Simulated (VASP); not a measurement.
# W14S27 (a cell with a defect) in VASP: single point with PBE+D3(BJ)

Aim: the single point of W14S27 (a cell with a defect) with PBE+D3(BJ).

Everything below comes from runs of VASP 6.6.1. Logs are shortened: lines on timing, memory, paths and dates and some standing lists are left out, and cuts for length are marked.

## (1) The cell of the first run

The cell holds a defect, 41 atoms: a = 8.345 Å, b = 8.345 Å, c = 12.145 Å, α = 90.00°, β = 90.00°, γ = 120.00°.

## (2) Single point, PBE+D3(BJ) (atoms taken out, then relaxed in part)

File INCAR:

```
PREC = Accurate
ENCUT = 520
EDIFF = 1E-7
ISMEAR = 0
SIGMA = 0.01
LREAL = Auto
LASPH = T
NELM = 100
ALGO = Normal
ISIF = 2
LWAVE = F
LCHARG = T
GGA = PE
IVDW = 12
LELF = T
LVHAR = T
NBANDS = 205
```

File KPOINTS:

```
Automatic mesh
0
Gamma
  2 2 2
```

File POSCAR:

```
W14S27
1.0
   -1.5770698836     -8.1946954965      0.0000000000
    7.8853494180      2.7315651655      0.0000000000
    0.0000000000      0.0000000000     12.1450302921
W S
14 27
Direct
    0.4761904762      0.0952380952      0.7494923922
    0.6190361330      0.5237049447      0.7501972348
    0.1905398753      0.2380834800      0.7501623394
    0.7618116689      0.9523924385      0.7501972348
    0.3333450914      0.6667421095      0.7501623394
    0.9046864619      0.3808886961      0.7501623394
    0.0477236267      0.8096169025      0.7501972348
    0.6599863125      0.3245578844      0.2519540053
    0.8095238095      0.7619047619      0.2472226011
    0.3822428134      0.4751419379      0.2491468677
    0.9500419817      0.1891857581      0.2491468677
    0.5217144290      0.9114422590      0.2519540053
    0.0962866335      0.6213865897      0.2491468677
    0.2468706871      0.0497141424      0.2519540053
    0.6166278917      0.5145241930      0.1198405919
    0.1945532900      0.2356105380      0.1208895752
    0.7550391584      0.9548006797      0.1198405919
    0.3358180334      0.6732284662      0.1208895752
    0.8982001052      0.3768752815      0.1208895752
    0.0569043785      0.8163894131      0.1198405919
    0.6669624659      0.3337180128      0.6202487572
    0.8095238095      0.7619047619      0.6205665085
    0.3809785542      0.4762758569      0.6204713348
    0.9524401599      0.1904500173      0.6204713348
    0.5238984040      0.9044661056      0.6202487572
    0.0951527145      0.6189884115      0.6204713348
    0.2377105587      0.0475301674      0.6202487572
    0.4761904762      0.0952380952      0.3845488785
    0.6217038877      0.5235078736      0.3781696099
    0.1900290495      0.2357810425      0.3787654427
    0.7589468431      0.9497246838      0.3781696099
    0.3356475289      0.6685337213      0.3787654427
    0.9028948501      0.3813995219      0.3787654427
    0.0479206979      0.8124817284      0.3781696099
    0.6660985731      0.3325106066      0.8796546347
    0.8095238095      0.7619047619      0.8799342225
    0.3809583487      0.4762248789      0.8798639038
    0.9524093874      0.1904702228      0.8798639038
    0.5235548907      0.9053299983      0.8796546347
    0.0952036925      0.6190191840      0.8798639038
    0.2389179648      0.0478736808      0.8796546347
```

Potentials or basis: VASP PAW PBE potentials, release 64 (W_sv, S).

On the command line:

```bash
$ cat potpaw_PBE.64/W_sv/POTCAR potpaw_PBE.64/S/POTCAR > POTCAR
$ mpirun -np 1 vasp_std > vasp.out
```

OUTCAR:

```text
PREC = Accurate
   ENCUT = 520
   EDIFF = 1E-7
   ISMEAR = 0
   LREAL = Auto
   LASPH = T
   NELM = 100
   ISIF = 2
   GGA = PE
   IVDW = 12
 IVDW          = 12

 ion  position               nearest neighbor table
   1  0.476  0.095  0.749-  25 2.41  27 2.41  21 2.41  35 2.41  39 2.41  41 2.41   4 3.15   2 3.15
                             7 3.15   5 3.15   6 3.15   3 3.15
   2  0.619  0.524  0.750-  22 2.41  37 2.41  21 2.41  35 2.41  23 2.41  36 2.41   1 3.15   6 3.15
                             3 3.15   5 3.16   7 3.16   4 3.16
   3  0.191  0.238  0.750-  41 2.41  24 2.41  37 2.41  38 2.41  23 2.41  27 2.41   7 3.15   2 3.15
                             1 3.15   5 3.15   6 3.15   4 3.16
   4  0.762  0.952  0.750-  22 2.41  38 2.41  25 2.41  39 2.41  24 2.41  36 2.41   1 3.15   5 3.15
                             6 3.15   3 3.16   7 3.16   2 3.16
   5  0.333  0.667  0.750-  39 2.41  23 2.41  40 2.41  37 2.41  26 2.41  25 2.41   4 3.15   7 3.15
                             1 3.15   3 3.15   6 3.15   2 3.16
   6  0.905  0.381  0.750-  35 2.41  26 2.41  38 2.41  40 2.41  24 2.41  21 2.41   2 3.15   4 3.15
                             1 3.15   5 3.15   3 3.15   7 3.16
   7  0.048  0.810  0.750-  22 2.41  40 2.41  27 2.41  41 2.41  26 2.41  36 2.41   1 3.15   3 3.15
                             5 3.15   6 3.16   2 3.16   4 3.16
   8  0.660  0.325  0.252-  28 2.38  29 2.40  33 2.40  15 2.41  19 2.41  12 3.04  14 3.04  10 3.14
                            11 3.14   9 3.21  13 3.22
   9  0.810  0.762  0.247-  29 2.41  31 2.41  34 2.41  15 2.43  17 2.43  20 2.43  10 3.15  11 3.15
[... 36 lines left out ...]
  40  0.095  0.619  0.880-   7 2.41   5 2.41   6 2.41
  41  0.239  0.048  0.880-   1 2.41   3 2.41   7 2.41

  LATTYP: Found a hexagonal cell.
 ALAT       =     8.3450694244
 C/A-ratio  =     1.4553540150

  Lattice vectors:

 A1 = (  -1.5770698836,  -8.1946954965,   0.0000000000)
 A2 = (   7.8853494180,   2.7315651655,   0.0000000000)
 A3 = (   0.0000000000,   0.0000000000,  12.1450302921)

Analysis of symmetry for initial positions (statically):
=====================================================================
 Subroutine PRICEL returns:
 Original cell was already a primitive cell.

 Routine SETGRP: Setting up the symmetry group for a
 hexagonal supercell.

 Subroutine GETGRP returns: Found  3 space group operations
 (whereof  1 operations were pure point group operations)
 out of a pool of 24 trial point group operations.

The static configuration has the point symmetry C_1 .
 The point group associated with its full space group is C_3 .

Analysis of symmetry for dynamics (positions and initial velocities):
=====================================================================
 Subroutine PRICEL returns:
 Original cell was already a primitive cell.

 Routine SETGRP: Setting up the symmetry group for a
 hexagonal supercell.

 Subroutine GETGRP returns: Found  3 space group operations
 (whereof  1 operations were pure point group operations)
 out of a pool of 24 trial point group operations.

The dynamic configuration has the point symmetry C_1 .
 The point group associated with its full space group is C_3 .

 Subroutine INISYM returns: Found  3 space group operations
 (whereof  1 operations are pure point group operations),
 and found     1 'primitive' translations

----------------------------------------------------------------------------------------

                                     Primitive cell

  volume of cell :     732.4688

  direct lattice vectors                    reciprocal lattice vectors
    -1.577069884 -8.194695496  0.000000000     0.045291951 -0.130746600  0.000000000
     7.885349418  2.731565166  0.000000000     0.135875852 -0.026149320  0.000000000
     0.000000000  0.000000000 12.145030292     0.000000000  0.000000000  0.082338206

  length of vectors
     8.345069424  8.345069424 12.145030292     0.138369195  0.138369195  0.082338206

  position of ions in fractional coordinates (direct lattice)
     0.476190476  0.095238095  0.749492392
     0.619036133  0.523704945  0.750197235
     0.190539875  0.238083480  0.750162339
     0.761811669  0.952392438  0.750197235
     0.333345091  0.666742109  0.750162339
     0.904686462  0.380888696  0.750162339
[... 33 lines left out ...]
     0.095203693  0.619019184  0.879863904
     0.238917965  0.047873681  0.879654635

  ion indices of the primitive-cell ions
   primitive index   ion index
                 1           1
                 2           2
                 3           3
                 4           4
                 5           5
                 6           6
[... 33 lines left out ...]
                40          40
                41          41

----------------------------------------------------------------------------------------

 KPOINTS: Automatic mesh

Automatic generation of k-mesh.
 Grid dimensions read from file:
 generate k-points for:    2    2    2

 Generating k-lattice:

  Cartesian coordinates                     Fractional coordinates (reciprocal lattice)
     0.022645975 -0.065373300  0.000000000     0.500000000  0.000000000  0.000000000
     0.067937926 -0.013074660  0.000000000    -0.000000000  0.500000000  0.000000000
     0.000000000  0.000000000  0.041169103     0.000000000  0.000000000  0.500000000

  Length of vectors
     0.069184597  0.069184597  0.041169103

  Shift w.r.t. Gamma in fractional coordinates (k-lattice)
     0.000000000  0.000000000  0.000000000

 Subroutine IBZKPT returns following result:
 ===========================================

 Found      4 irreducible k-points:

 Following reciprocal coordinates:
            Coordinates               Weight
  0.000000  0.000000  0.000000      1.000000
  0.500000  0.000000  0.000000      3.000000
  0.000000  0.000000  0.500000      1.000000
  0.500000  0.000000  0.500000      3.000000
   k-points           NKPTS =      4   k-points in BZ     NKDIM =      4   number of bands    NBANDS=    205
   number of dos      NEDOS =    301   number of ions     NIONS =     41
   total plane-waves  NPLWV = 368640
   dimension x,y,z NGX =    64 NGY =   64 NGZ =   90
   dimension x,y,z NGXF=   128 NGYF=  128 NGZF=  180
   ions per type =              14  27
   NGX,Y,Z   is equivalent  to a cutoff of  12.75, 12.75, 12.32 a.u.
   NGXF,Y,Z  is equivalent  to a cutoff of  25.50, 25.50, 24.64 a.u.
 SYSTEM =  unknown system
   PREC   = accura    normal or accurate (medium, high low for compatibility)
   ISTART =      0    job   : 0-new  1-cont  2-samecut
   ICHARG =      2    charge: 1-file 2-atom 10-const
   ISPIN  =      1    spin polarized calculation?
   LNONCOLLINEAR =      F non collinear calculations
   LSORBIT =      F    spin-orbit coupling
   LASPH  =      T    aspherical Exc in radial PAW
   ENCUT  =  520.0 eV  38.22 Ry    6.18 a.u.  15.52 15.52 22.58*2*pi/ulx,y,z
   NELM   =    100;   NELMIN=  2; NELMDL= -5     # of ELM steps
   EDIFF  = 0.1E-06   stopping-criterion for ELM
   LREAL  =      T    real-space projection
   EDIFFG = 0.1E-05   stopping-criterion for IOM
   NSW    =      0    number of steps for IOM
   IBRION =     -1    ionic relax: 0-MD 1-quasi-New 2-CG
   NFREE  =      0    steps in history (QN), initial steepest desc. (CG)
   ISIF   =      2    stress and relaxation
   ISYM   =      2    0-nonsym 1-usesym 2-fastsym
   POTIM  = 0.5000    time-step for ionic-motion
   TEBEG  =    0.0;   TEEND  =   0.0 temperature during run
   PSTRESS=    0.0 pullay stress
   NELECT =     358.0000    total number of electrons
   NUPDOWN=      -1.0000    fix difference up-down
   EMIN   =  10.00;   EMAX   =-10.00  energy-range for DOS
   EFERMI =   0.00;   METHOD = LEGACY
   ISMEAR =     0;   SIGMA  =   0.01  broadening in eV -4-tet -1-fermi 0-gaus
   EFERMI_NEDOS =   21; number of points for ismear=-14 and -15
   IALGO  =     38    algorithm
   IMIX   =      4    mixing-type and parameters
     AMIX     =   0.40;   BMIX     =  1.00
     AMIX_MAG =   1.60;   BMIX_MAG =  1.00
  volume/ion in A,a.u.               =      17.87       120.56
  Fermi-wavevector in a.u.,A,eV,Ry     =   1.289554  2.436903 22.625794  1.662949
  Thomas-Fermi vector in A             =   2.421440
   LORBIT       =      0    0 simple, 1 ext, 2 COOP (PROOUT), +10 PAW based schemes
   GGA     = PE    functional components
   LHFCALC =     F    Hartree Fock is set to
   AEXX    =    0.0000 exact exchange contribution
   IVDW    =    12    specifies the selected vdW correction
   LEPSILON=     F    determine dielectric tensor
   LRPA    =     F    only Hartree local field effects (RPA)
 non-spin polarized calculation
 Gauss-broadening in eV      SIGMA  =   0.01
  energy-cutoff  :      520.00
  volume of cell :      732.47
 maximum number of plane-waves:     19738
 NGX is ok and might be reduce to    64
   NGX = 31   NGY = 31   NGZ = 45

 number of electron     358.0000008 magnetization

 Free energy of the ion-electron system (eV)
  ---------------------------------------------------
  ext. energy  EPLUGINS =         0.00000000
  ---------------------------------------------------
  free energy    TOTEN  =      -323.59676740 eV

  energy without entropy =     -323.59676740  energy(sigma->0) =     -323.59676740

 E-fermi :   7.5383     XC(G=0): -10.9454

 val. band max:        7.4331303020   @ k =   0.0000   0.0000   0.0000
 cond. band min:       8.0769049185   @ k =   0.5000   0.0000   0.5000
 fundamental gap:      0.6437746165
 Fermi energy:         7.5383449311

 k-point     1 :       0.0000    0.0000    0.0000
  band No.  band energies     occupation
      1     -67.2117      2.00000
      2     -67.2041      2.00000
      3     -67.2041      2.00000
      4     -67.1815      2.00000
      5     -67.1659      2.00000
      6     -67.1659      2.00000
[... 183 lines left out ...]
    190       9.6445      0.00000
    191       9.6526      0.00000

 k-point     2 :       0.5000    0.0000    0.0000
  band No.  band energies     occupation
      1     -67.2108      2.00000
      2     -67.2048      2.00000
      3     -67.2043      2.00000
      4     -67.1760      2.00000
      5     -67.1752      2.00000
      6     -67.1681      2.00000
[... 183 lines left out ...]
    190       9.3955      0.00000
    191       9.4278      0.00000

 k-point     3 :       0.0000    0.0000    0.5000
  band No.  band energies     occupation
      1     -67.2117      2.00000
      2     -67.2041      2.00000
      3     -67.2041      2.00000
      4     -67.1815      2.00000
      5     -67.1659      2.00000
      6     -67.1659      2.00000
[... 183 lines left out ...]
    190       9.2470      0.00000
    191       9.2470      0.00000

 k-point     4 :       0.5000    0.0000    0.5000
  band No.  band energies     occupation
      1     -67.2108      2.00000
      2     -67.2048      2.00000
      3     -67.2043      2.00000
      4     -67.1761      2.00000
      5     -67.1752      2.00000
      6     -67.1681      2.00000
[... 183 lines left out ...]
    190       9.2407      0.00000
    191       9.2577      0.00000
 [bands above 191 left out]

------------------------ aborting loop because EDIFF is reached ----------------------------------------

 Edisp (eV)  -17.47522

 E6    (eV) :   -10.1117

 E8    (eV) :    -7.3635

  FORCE on cell =-STRESS in cart. coord.  units (eV):
  Direction    XX          YY          ZZ          XY          YZ          ZX
  --------------------------------------------------------------------------------------
  -------------------------------------------------------------------------------------
  Total      -8.33535    -8.33535    -0.29813    -0.00000    -0.00000     0.00000
  in kB     -18.23246   -18.23246    -0.65212    -0.00000    -0.00000     0.00000
  external pressure =      -12.37 kB  Pullay stress =        0.00 kB

 VOLUME and BASIS-vectors are now :
 -----------------------------------------------------------------------------
  energy-cutoff  :      520.00
  volume of cell :      732.47
      direct lattice vectors                 reciprocal lattice vectors
    -1.577069884 -8.194695496  0.000000000     0.045291951 -0.130746600  0.000000000
     7.885349418  2.731565166  0.000000000     0.135875852 -0.026149320  0.000000000
     0.000000000  0.000000000 12.145030292     0.000000000  0.000000000  0.082338206

 POSITION                                       TOTAL-FORCE (eV/Angst)
 -----------------------------------------------------------------------------------
     -0.00000     -3.64209      9.10261         0.000000      0.000000      0.002880
      3.15333     -3.64228      9.11117         0.000155     -0.001585      0.001255
      1.57688     -0.91108      9.11074        -0.000601     -0.000134      0.001162
      6.30852     -3.64129      9.11117        -0.001450      0.000658      0.001255
      4.73179     -0.91041      9.11074         0.000417     -0.000453      0.001162
      1.57669     -6.37321      9.11074         0.000184      0.000588      0.001162
[... 33 lines left out ...]
      4.73104      0.91073     10.68597         0.000403     -0.000459      0.000689
      0.00071     -1.82709     10.68343         0.000271      0.001712      0.002204
 -----------------------------------------------------------------------------------
    total drift:                               -0.000015     -0.000003      0.006973

  FREE ENERGIE OF THE ION-ELECTRON SYSTEM (eV)
  ---------------------------------------------------
  free  energy   TOTEN  =      -341.0719889532 eV

  energy  without entropy=     -341.0719889532  energy(sigma->0) =     -341.07198895
```

Run time: 23 min. Hardware: 1 thread of Intel Xeon Platinum 8259CL at 2.50GHz (Skylake/Cascade Lake), shared host; peak memory 0.95 GiB.

Results:

```
Free energy                : -341.0720 eV
Pressure                   : -1.2 GPa
Largest force              : 0.015 eV/Å
Band gap on the k mesh     : 0.64 eV
Dispersion energy per atom : -0.426 eV
```

Forces in eV/Å, atoms in the order of the input:
```
W    0.000  0.000  0.003
W    0.000 -0.002  0.001
W   -0.001  0.000  0.001
W   -0.001  0.001  0.001
W    0.000  0.000  0.001
W    0.000  0.001  0.001
W    0.001  0.001  0.001
W   -0.011  0.009  0.005
W    0.000  0.000 -0.006
W    0.006  0.001 -0.011
W   -0.002 -0.005 -0.011
W    0.013  0.005  0.005
W   -0.004  0.004 -0.011
W   -0.002 -0.013  0.005
S    0.000  0.003 -0.002
S    0.003 -0.002 -0.004
S    0.003 -0.002 -0.002
S    0.000  0.003 -0.004
S   -0.003 -0.001 -0.004
S   -0.003 -0.002 -0.002
S    0.001  0.000  0.001
S    0.000  0.000  0.002
S    0.000 -0.001  0.000
S   -0.001  0.001  0.000
S    0.000 -0.001  0.001
S    0.001  0.000  0.000
S   -0.001  0.001  0.001
S    0.000  0.000 -0.014
S    0.002  0.003  0.004
S    0.001  0.002  0.005
S    0.002 -0.003  0.004
S   -0.002  0.000  0.005
S    0.001 -0.002  0.005
S   -0.003  0.000  0.004
S    0.001 -0.001  0.002
S    0.000  0.000  0.001
S   -0.001  0.000  0.001
S    0.000  0.001  0.001
S   -0.002 -0.001  0.002
S    0.000  0.000  0.001
S    0.000  0.002  0.002
```

Caveat: the k points lie up to 0.43 Å⁻¹ apart; the cell differs from its parent crystal (atoms taken out, then relaxed in part); spin-orbit coupling is left out, which moves the levels of the heavy elements.
